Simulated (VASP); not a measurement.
Input of a VASP 6.6.1 run:

Contents of INCAR:

```
PREC = Accurate
ENCUT = 600
EDIFF = 1E-7
ISMEAR = 0
SIGMA = 0.2
LREAL = F
LASPH = T
NELM = 100
ALGO = Normal
ISIF = 3
LWAVE = F
LCHARG = F
GGA = PE
IBRION = 2
NSW = 36
EDIFFG = -0.08
```

Contents of KPOINTS:

```
Automatic mesh
0
Gamma
  3 3 3
```

The input POSCAR:

```
Hf5C3
1.0
    3.2802617000      1.8938599800      3.7957976100
   -3.2802617000      1.8938599800      3.7957976100
    0.0000000000     -3.7877199600      3.7957976100
Hf C
5 3
Direct
    0.7508292700      0.7508292700      0.7508292700
    0.2491707300      0.2491707300      0.2491707300
    0.2741512400      0.7258487600      0.5000000000
    0.5000000000      0.2741512400      0.7258487600
    0.7258487600      0.5000000000      0.2741512400
    0.5967653900      0.5967653900      0.5967653900
    0.4032346100      0.4032346100      0.4032346100
    0.0000000000      0.0000000000      0.0000000000
```

Potentials or basis: VASP PAW PBE potentials, release 64 (Hf_pv, C).

Launch:

```console
$ cat potpaw_PBE.64/Hf_pv/POTCAR potpaw_PBE.64/C/POTCAR > POTCAR
$ mpirun -np 1 vasp_std > vasp.out
```

(1) Predict the relaxed cell.

(2) Predict the relaxed volume.

(3) Estimate the space group after relaxing (to 0.1 Å).

(4) What does it give for the band gap on the k mesh?

## Answers

(1) a = 5.727 Å, b = 5.727 Å, c = 5.727 Å, α = 82.30°, β = 82.30°, γ = 82.30°.

(2) 22.89 Å³/atom.

(3) R32 (No. 155).

(4) zero (bands 31 and 32 overlap by 0.30 eV).

Caveat: the k points lie up to 0.37 Å⁻¹ apart in the final cell; the volume moved by over 15 % at a fixed basis, so the end points are rough; spin-orbit coupling is left out, which moves the levels of the heavy elements.
